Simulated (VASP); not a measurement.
# KMgF3 (P4/mmm) in VASP: further runs

KMgF3 is run at these levels: PBEsol; tasks: single point.

Everything below comes from runs of VASP 6.6.1. Logs are shortened: lines on timing, memory, paths and dates and some standing lists are left out, and cuts for length are marked.

## 1. The cell of the first run

Symmetry: P4/mmm, No. 123, tetragonal system. Conventional cell: a = 4.474 Å, b = 4.474 Å, c = 3.163 Å, α = 90.00°, β = 90.00°, γ = 90.00°. K (site symmetry 4/mmm) has 12 F at 2.74 to 3.16 Å and 2 K at 3.16 Å and 8 Mg at 3.54 Å within 3.6 Å. Within 2.1 Å of Mg (site symmetry 4/mmm) lie 2 F at 1.58 Å. F (site symmetry mmm) has 2 Mg at 2.24 Å and 4 K at 2.74 Å and 4 F at 2.74 Å within 3.0 Å. Within 2.1 Å of F (site symmetry 4/mmm) lie 2 Mg at 1.58 Å.

## 2. Single point, PBEsol

INCAR reads:

```
SYSTEM = KMgF3
ALGO = Normal
EDIFF = 1E-6
ENCUT = 520
GGA = PS
ISIF = 2
ISMEAR = 0
LASPH = .True.
LCHARG = .False.
LREAL = .False.
LWAVE = .False.
NBANDS = 24
NELM = 80
PREC = Accurate
SIGMA = 0.05
```

KPOINTS reads:

```
k-points
0
Gamma
  6 6 6
  0 0 0
```

POSCAR reads:

```
KMgF3
1.0
    4.4742467105      0.0000000000      0.0000000000
    0.0000000000      4.4742467105      0.0000000000
    0.0000000000      0.0000000000      3.1632924243
K Mg F
1 1 3
Direct
    0.5000000000      0.5000000000      0.5000000000
    0.0000000000      0.0000000000      0.0000000000
    0.5000000000      0.0000000000      0.0000000000
    0.0000000000      0.5000000000      0.0000000000
    0.0000000000      0.0000000000      0.5000000000
```

Potentials or basis: VASP PAW PBE potentials, release 64 (K_sv, Mg, F).

Launch:

```bash
$ cat potpaw_PBE.64/K_sv/POTCAR potpaw_PBE.64/Mg/POTCAR potpaw_PBE.64/F/POTCAR > POTCAR
$ mpirun -np 1 vasp_std > vasp.out
```

OUTCAR:

```text
SYSTEM = KMgF3
   EDIFF = 1E-6
   ENCUT = 520
   GGA = PS
   ISIF = 2
   ISMEAR = 0
   LASPH = .True.
   LREAL = .False.
   NELM = 80
   PREC = Accurate

 ion  position               nearest neighbor table
   1  0.500  0.500  0.500-   3 2.74   4 2.74   3 2.74   4 2.74   3 2.74   3 2.74   4 2.74   4 2.74
                             2 3.54   2 3.54   2 3.54   2 3.54   2 3.54   2 3.54   2 3.54   2 3.54
   2  0.000  0.000  0.000-   5 1.58   5 1.58   3 2.24   4 2.24   4 2.24   3 2.24   1 3.54   1 3.54
                             1 3.54   1 3.54   1 3.54   1 3.54   1 3.54   1 3.54
   3  0.500  0.000  0.000-   2 2.24   2 2.24   1 2.74   1 2.74   1 2.74   1 2.74
   4  0.000  0.500  0.000-   2 2.24   2 2.24   1 2.74   1 2.74   1 2.74   1 2.74
   5  0.000  0.000  0.500-   2 1.58   2 1.58

  LATTYP: Found a simple tetragonal cell.
 ALAT       =     4.4742467105
 C/A-ratio  =     0.7070000000

  Lattice vectors:

 A1 = (   4.4742467105,   0.0000000000,   0.0000000000)
 A2 = (   0.0000000000,   4.4742467105,   0.0000000000)
 A3 = (   0.0000000000,   0.0000000000,   3.1632924243)

Analysis of symmetry for initial positions (statically):
=====================================================================
 Subroutine PRICEL returns:
 Original cell was already a primitive cell.

 Routine SETGRP: Setting up the symmetry group for a
 simple tetragonal supercell.

 Subroutine GETGRP returns: Found 16 space group operations
 (whereof 16 operations were pure point group operations)
 out of a pool of 16 trial point group operations.

The static configuration has the point symmetry D_4h.

Analysis of symmetry for dynamics (positions and initial velocities):
=====================================================================
 Subroutine PRICEL returns:
 Original cell was already a primitive cell.

 Routine SETGRP: Setting up the symmetry group for a
 simple tetragonal supercell.

 Subroutine GETGRP returns: Found 16 space group operations
 (whereof 16 operations were pure point group operations)
 out of a pool of 16 trial point group operations.

The dynamic configuration has the point symmetry D_4h.

 Subroutine INISYM returns: Found 16 space group operations
 (whereof 16 operations are pure point group operations),
 and found     1 'primitive' translations

----------------------------------------------------------------------------------------

                                     Primitive cell

  volume of cell :      63.3256

  direct lattice vectors                    reciprocal lattice vectors
     4.474246711  0.000000000  0.000000000     0.223501310  0.000000000  0.000000000
     0.000000000  4.474246711  0.000000000     0.000000000  0.223501310  0.000000000
     0.000000000  0.000000000  3.163292424     0.000000000  0.000000000  0.316126322

  length of vectors
     4.474246711  4.474246711  3.163292424     0.223501310  0.223501310  0.316126322

  position of ions in fractional coordinates (direct lattice)
     0.500000000  0.500000000  0.500000000
     0.000000000  0.000000000  0.000000000
     0.500000000  0.000000000  0.000000000
     0.000000000  0.500000000  0.000000000
     0.000000000  0.000000000  0.500000000

  ion indices of the primitive-cell ions
   primitive index   ion index
                 1           1
                 2           2
                 3           3
                 4           4
                 5           5

----------------------------------------------------------------------------------------

 KPOINTS: k-points

Automatic generation of k-mesh.
 Grid dimensions read from file:
 generate k-points for:    6    6    6

 Generating k-lattice:

  Cartesian coordinates                     Fractional coordinates (reciprocal lattice)
     0.037250218  0.000000000  0.000000000     0.166666667  0.000000000  0.000000000
     0.000000000  0.037250218  0.000000000     0.000000000  0.166666667  0.000000000
     0.000000000  0.000000000  0.052687720     0.000000000  0.000000000  0.166666667

  Length of vectors
     0.037250218  0.037250218  0.052687720

  Shift w.r.t. Gamma in fractional coordinates (k-lattice)
     0.000000000  0.000000000  0.000000000

 Subroutine IBZKPT returns following result:
 ===========================================

 Found     40 irreducible k-points:

 Following reciprocal coordinates:
            Coordinates               Weight
  0.000000  0.000000  0.000000      1.000000
  0.166667  0.000000  0.000000      4.000000
  0.333333  0.000000  0.000000      4.000000
  0.500000  0.000000  0.000000      2.000000
  0.166667  0.166667  0.000000      4.000000
  0.333333  0.166667  0.000000      8.000000
[... 16 lines left out ...]
  0.333333  0.000000  0.333333      8.000000
  0.500000  0.000000  0.333333      4.000000
 [... further k-points ...]
   k-points           NKPTS =     40   k-points in BZ     NKDIM =     40   number of bands    NBANDS=     24
   number of dos      NEDOS =    301   number of ions     NIONS =      5
   total plane-waves  NPLWV =  31104
   dimension x,y,z NGX =    36 NGY =   36 NGZ =   24
   dimension x,y,z NGXF=    72 NGYF=   72 NGZF=   48
   ions per type =               1   1   3
   NGX,Y,Z   is equivalent  to a cutoff of  13.38, 13.38, 12.61 a.u.
   NGXF,Y,Z  is equivalent  to a cutoff of  26.75, 26.75, 25.23 a.u.
 SYSTEM =  KMgF3
   PREC   = accura    normal or accurate (medium, high low for compatibility)
   ISTART =      0    job   : 0-new  1-cont  2-samecut
   ICHARG =      2    charge: 1-file 2-atom 10-const
   ISPIN  =      1    spin polarized calculation?
   LNONCOLLINEAR =      F non collinear calculations
   LSORBIT =      F    spin-orbit coupling
   LASPH  =      T    aspherical Exc in radial PAW
   ENCUT  =  520.0 eV  38.22 Ry    6.18 a.u.   8.32  8.32  5.88*2*pi/ulx,y,z
   NELM   =     80;   NELMIN=  2; NELMDL= -5     # of ELM steps
   EDIFF  = 0.1E-05   stopping-criterion for ELM
   LREAL  =      F    real-space projection
[... 7 lines left out ...]
   TEBEG  =    0.0;   TEEND  =   0.0 temperature during run
   PSTRESS=    0.0 pullay stress
   NELECT =      32.0000    total number of electrons
   NUPDOWN=      -1.0000    fix difference up-down
   EMIN   =  10.00;   EMAX   =-10.00  energy-range for DOS
   EFERMI =   0.00;   METHOD = LEGACY
   ISMEAR =     0;   SIGMA  =   0.05  broadening in eV -4-tet -1-fermi 0-gaus
   EFERMI_NEDOS =   21; number of points for ismear=-14 and -15
   IALGO  =     38    algorithm
   IMIX   =      4    mixing-type and parameters
     AMIX     =   0.40;   BMIX     =  1.00
     AMIX_MAG =   1.60;   BMIX_MAG =  1.00
  volume/ion in A,a.u.               =      12.67        85.47
  Fermi-wavevector in a.u.,A,eV,Ry     =   1.303962  2.464132 23.134232  1.700318
  Thomas-Fermi vector in A             =   2.434930
   LORBIT       =      0    0 simple, 1 ext, 2 COOP (PROOUT), +10 PAW based schemes
   GGA     = PS    functional components
   LHFCALC =     F    Hartree Fock is set to
   AEXX    =    0.0000 exact exchange contribution
   IVDW    =     0    specifies the selected vdW correction
   LEPSILON=     F    determine dielectric tensor
   LRPA    =     F    only Hartree local field effects (RPA)
 non-spin polarized calculation
 Gauss-broadening in eV      SIGMA  =   0.05
  energy-cutoff  :      520.00
  volume of cell :       63.33
 maximum number of plane-waves:      1744
 NGX is ok and might be reduce to    36

 number of electron      31.9999967 magnetization

 Free energy of the ion-electron system (eV)
  ---------------------------------------------------
  ext. energy  EPLUGINS =         0.00000000
  ---------------------------------------------------
  free energy    TOTEN  =       -22.62005166 eV

  energy without entropy =      -22.62005166  energy(sigma->0) =      -22.62005166

 E-fermi :  -1.1717     XC(G=0):  -9.8978

 val. band max:       -1.4740956275   @ k =   0.0000   0.0000   0.0000
 cond. band min:       5.1766624489   @ k =   0.0000   0.0000   0.0000
 fundamental gap:      6.6507580765
 Fermi energy:        -1.1717398052

 k-point     1 :       0.0000    0.0000    0.0000
  band No.  band energies     occupation
      1     -27.3943      2.00000
      2     -23.2111      2.00000
      3     -20.5995      2.00000
      4     -20.5103      2.00000
      5     -11.0114      2.00000
      6     -11.0114      2.00000
[... 16 lines left out ...]
     23      12.9359      0.00000
     24      12.9359      0.00000

 k-point     2 :       0.1667    0.0000    0.0000
  band No.  band energies     occupation
      1     -27.3906      2.00000
      2     -23.2075      2.00000
      3     -20.6031      2.00000
      4     -20.5261      2.00000
      5     -11.0042      2.00000
      6     -10.9668      2.00000
[... 16 lines left out ...]
     23      12.1263      0.00000
     24      12.8315      0.00000

 k-point     3 :       0.3333    0.0000    0.0000
  band No.  band energies     occupation
      1     -27.3831      2.00000
      2     -23.2009      2.00000
      3     -20.6076      2.00000
      4     -20.5609      2.00000
      5     -10.9897      2.00000
      6     -10.8766      2.00000
[... 16 lines left out ...]
     23      12.4222      0.00000
     24      12.5711      0.00000
[... 514 lines left out ...]
 k-point    23 :       0.3333    0.0000    0.3333
  band No.  band energies     occupation
      1     -27.2629      2.00000
      2     -22.8404      2.00000
      3     -20.5939      2.00000
      4     -20.4948      2.00000
      5     -11.2591      2.00000
      6     -10.8397      2.00000
[... 16 lines left out ...]
     23      11.9658      0.00000
     24      13.4581      0.00000

 k-point    24 :       0.5000    0.0000    0.3333
  band No.  band energies     occupation
      1     -27.2610      2.00000
      2     -22.8395      2.00000
      3     -20.5475      2.00000
      4     -20.5420      2.00000
      5     -11.2778      2.00000
      6     -10.8484      2.00000
[... 16 lines left out ...]
     23      11.4684      0.00000
     24      13.7512      0.00000

 [... further k-points ...]

------------------------ aborting loop because EDIFF is reached ----------------------------------------

  FORCE on cell =-STRESS in cart. coord.  units (eV):
  Direction    XX          YY          ZZ          XY          YZ          ZX
  --------------------------------------------------------------------------------------
  -------------------------------------------------------------------------------------
  Total       -2.7923508     -2.7923508     27.2816524      0.0000000     -0.0000000      0.0000000
  in kB      -70.6482439    -70.6482439    690.2430745      0.0000000     -0.0000000      0.0000000
  external PRESSURE =     182.9821956 kB  Pullay stress =       0.0000000 kB

 VOLUME and BASIS-vectors are now :
 -----------------------------------------------------------------------------
  energy-cutoff  :      520.00
  volume of cell :       63.33
      direct lattice vectors                 reciprocal lattice vectors
     4.474246711  0.000000000  0.000000000     0.223501310  0.000000000  0.000000000
     0.000000000  4.474246711  0.000000000     0.000000000  0.223501310  0.000000000
     0.000000000  0.000000000  3.163292424     0.000000000  0.000000000  0.316126322

 POSITION                                       TOTAL-FORCE (eV/Angst)
 -----------------------------------------------------------------------------------
      2.23712      2.23712      1.58165         0.000000      0.000000      0.000000
      0.00000      0.00000      0.00000         0.000000      0.000000      0.000000
      2.23712      0.00000      0.00000         0.000000      0.000000      0.000000
      0.00000      2.23712      0.00000         0.000000      0.000000      0.000000
      0.00000      0.00000      1.58165         0.000000      0.000000      0.000000
 -----------------------------------------------------------------------------------
    total drift:                                0.000000      0.000000     -0.000000

  FREE ENERGIE OF THE ION-ELECTRON SYSTEM (eV)
  ---------------------------------------------------
  free  energy   TOTEN  =       -22.6200516553 eV

  energy  without entropy=      -22.6200516553  energy(sigma->0) =      -22.62005166
```

Run time: 1.9 min. Hardware: 1 thread of Intel Xeon 8259CL, shared host; peak memory 0.21 GiB.

Results:

```
Free energy            : -22.6201 eV
Pressure               : 18.3 GPa
Band gap on the k mesh : 6.65 eV
```

Stress tensor (GPa, compression positive):
```
-7.06  0.00  0.00
 0.00 -7.06  0.00
 0.00  0.00 69.02
```

Caveat: the stress differs along the axes, from -7 to 69 GPa; the PAW data sets were made with another functional, which shifts forces and pressure a little.

## 3. Single point, PBEsol

This run uses another cell than the first one, of the same volume but with other edges.

INCAR reads:

```
ALGO = Normal
EDIFF = 1E-6
ENCUT = 520
GGA = PS
ISIF = 2
ISMEAR = 0
LASPH = True
LCHARG = False
LREAL = False
LWAVE = False
NBANDS = 24
NELM = 60
PREC = Accurate
SIGMA = 0.05
```

KPOINTS reads:

```
k-points
0
Gamma
  6 6 6
```

Edit POSCAR of step 2 so:

```diff
@@ -2,5 +2,5 @@
 1.0
-    4.4742467105      0.0000000000      0.0000000000
-    0.0000000000      4.4742467105      0.0000000000
-    0.0000000000      0.0000000000      3.1632924243
+    3.5512119675      0.0000000000      0.0000000000
+    0.0000000000      3.5512119675      0.0000000000
+    0.0000000000      0.0000000000      5.0214137220
 K Mg F
```

Potentials or basis: VASP PAW PBE potentials, release 64 (K_sv, Mg, F).

Launch:

```bash
$ cat potpaw_PBE.64/K_sv/POTCAR potpaw_PBE.64/Mg/POTCAR potpaw_PBE.64/F/POTCAR > POTCAR
$ mpirun -np 1 vasp_std > vasp.out
```

It took 2.4 min on 1 thread of Intel Xeon 8259CL, shared host; peak memory 0.21 GiB.

Results (log left out):

```yaml
Free_energy: -23.8622 eV
Pressure: 14.0 GPa
Band_gap_on_the_k_mesh: 6.46 eV (least direct gap 6.83 eV)
```

Stress tensor (GPa, compression positive):
```
24.60  0.00  0.00
 0.00 24.60  0.00
 0.00  0.00 -7.21
```

Levels at points of the mesh, in eV from the valence-band top:
```
           k point  band 12  band 13  band 14  band 15  band 16  band 17  band 18  band 19  band 20  band 21
(0.00, 0.00, 0.00)    -0.77    -0.77    -0.61    -0.36    -0.36     6.46     9.14    10.63    11.77    11.77
(0.50, 0.00, 0.00)    -1.90    -1.58    -1.18    -0.86    -0.69     9.74     9.76    10.67    11.57    12.77
(0.50, 0.50, 0.00)    -1.85    -1.17    -0.42    -0.42     0.00    10.72    10.75    10.75    11.81    12.75
(0.00, 0.00, 0.50)    -1.25    -0.78    -0.78    -0.40    -0.40     8.92     9.08     9.46    11.93    12.48
(0.50, 0.00, 0.50)    -1.77    -1.61    -1.11    -0.91    -0.84     9.67    10.87    10.94    11.76    11.86
(0.50, 0.50, 0.50)    -1.85    -0.96    -0.29    -0.29     0.00     9.51     9.51     9.94    11.29    13.81
```

Caveat: the stress differs along the axes, from -7 to 25 GPa; the PAW data sets were made with another functional, which shifts forces and pressure a little.

## 4. Single point, PBEsol

This run uses another cell than the first one, of the same volume but with other edges.

INCAR reads:

```
SYSTEM = KMgF3
  ALGO = Normal
  EDIFF = 1E-6
  ENCUT = 520
  GGA = PS
  ISIF = 2
  ISMEAR = 0
  LASPH = .TRUE.
  LCHARG = .TRUE.
  LELF = .TRUE.
  LREAL = .FALSE.
  LVHAR = .TRUE.
  LWAVE = .FALSE.
  NBANDS = 24
  NELM = 100
  PREC = Accurate
  SIGMA = 0.05
```

KPOINTS reads:

```
k-points
0
G
  6 6 6
  0 0 0
```

Edit POSCAR of step 3 so:

```diff
@@ -2,5 +2,5 @@
 1.0
-    3.5512119675      0.0000000000      0.0000000000
-    0.0000000000      3.5512119675      0.0000000000
-    0.0000000000      0.0000000000      5.0214137220
+    4.2077838605      0.0000000000      0.0000000000
+    0.0000000000      4.2077838605      0.0000000000
+    0.0000000000      0.0000000000      3.5766162814
 K Mg F
```

Launch:

```bash
$ cat potpaw_PBE.64/K_sv/POTCAR potpaw_PBE.64/Mg/POTCAR potpaw_PBE.64/F/POTCAR > POTCAR
$ mpirun -np 1 vasp_std > vasp.out
```

It took 94 s on 1 thread of Intel Xeon 8259CL, shared host; peak memory 0.21 GiB.

The run converged. Its results:

```
Free energy            : -24.8365 eV
Pressure               : 3.4 GPa
Band gap on the k mesh : 7.05 eV (least direct gap 7.29 eV)
```

Stress tensor (GPa, compression positive):
```
-4.06  0.00  0.00
 0.00 -4.06  0.00
 0.00  0.00 18.25
```

Levels at points of the mesh, in eV from the valence-band top:
| k point | band 12 | band 13 | band 14 | band 15 | band 16 | band 17 | band 18 | band 19 | band 20 | band 21 |
| --- | --- | --- | --- | --- | --- | --- | --- | --- | --- | --- |
| (0.00, 0.00, 0.00) | -0.69 | -0.34 | -0.28 | -0.28 | -0.23 | 7.05 | 9.62 | 10.35 | 11.32 | 12.69 |
| (0.50, 0.00, 0.00) | -0.86 | -0.66 | -0.51 | -0.49 | -0.40 | 9.64 | 10.07 | 10.66 | 12.04 | 13.11 |
| (0.50, 0.50, 0.00) | -1.55 | -0.92 | -0.64 | -0.64 | -0.13 | 10.61 | 10.89 | 11.98 | 11.98 | 13.32 |
| (0.00, 0.00, 0.50) | -1.56 | -1.22 | -0.84 | -0.51 | -0.51 | 10.46 | 10.47 | 11.85 | 12.47 | 12.52 |
| (0.50, 0.00, 0.50) | -1.15 | -0.96 | -0.70 | -0.66 | -0.08 | 10.66 | 11.95 | 12.35 | 12.39 | 12.39 |
| (0.50, 0.50, 0.50) | -1.17 | -0.89 | -0.06 | 0.00 | 0.00 | 10.14 | 10.14 | 10.32 | 12.98 | 13.58 |

Caveat: the stress differs along the axes, from -4 to 18 GPa; the PAW data sets were made with another functional, which shifts forces and pressure a little.

## 5. Single point, PBEsol

This run uses another cell than the first one, of the same volume but with other edges.

INCAR reads:

```
  PREC = Accurate
  ENCUT = 520
  EDIFF = 1E-6
  ISMEAR = 0
  SIGMA = 0.05
  LREAL = False
  LASPH = True
  NELM = 80
  ALGO = Normal
  ISIF = 2
  LWAVE = False
  LCHARG = True
  GGA = PS
  LELF = True
  LVHAR = True
  NBANDS = 24
```

KPOINTS reads:

```
Automatic mesh
0
Gamma
  6 6 6
```

Edit POSCAR of step 4 so:

```diff
@@ -2,5 +2,5 @@
 1.0
-    4.2077838605      0.0000000000      0.0000000000
-    0.0000000000      4.2077838605      0.0000000000
-    0.0000000000      0.0000000000      3.5766162814
+    3.7508755075      0.0000000000      0.0000000000
+    0.0000000000      3.7508755075      0.0000000000
+    0.0000000000      0.0000000000      4.5010506090
 K Mg F
```

Launch:

```bash
$ cat potpaw_PBE.64/K_sv/POTCAR potpaw_PBE.64/Mg/POTCAR potpaw_PBE.64/F/POTCAR > POTCAR
$ mpirun -np 1 vasp_std > vasp.out
```

Run time: 1.7 min. Hardware: 1 thread of Intel Xeon 8259CL, shared host; peak memory 0.21 GiB.

The run converged. Its results:

```yaml
Free_energy: -24.8720 eV
Pressure: 3.8 GPa
Band_gap_on_the_k_mesh: 6.90 eV (least direct gap 7.26 eV)
```

Stress tensor (GPa, compression positive):
```
 9.05  0.00  0.00
 0.00  9.05  0.00
 0.00  0.00 -6.75
```

Levels at points of the mesh, in eV from the valence-band top:
```tsv
k point	band 14	band 15	band 16	band 17	band 18	band 19
(0.00, 0.00, 0.00)	-0.42	-0.36	-0.36	6.90	9.48	10.28
(0.50, 0.00, 0.00)	-0.97	-0.65	-0.57	9.98	10.14	11.34
(0.50, 0.50, 0.00)	-0.56	-0.56	0.00	10.78	11.73	11.73
(0.00, 0.00, 0.50)	-0.65	-0.50	-0.50	9.42	9.82	10.10
(0.50, 0.00, 0.50)	-1.08	-0.82	-0.35	10.36	11.25	11.72
(0.50, 0.50, 0.50)	-0.18	-0.18	0.00	10.01	10.01	10.13
```

Caveat: the stress differs along the axes, from -7 to 9 GPa; the PAW data sets were made with another functional, which shifts forces and pressure a little.

(Part 1 of 2 ends here.)
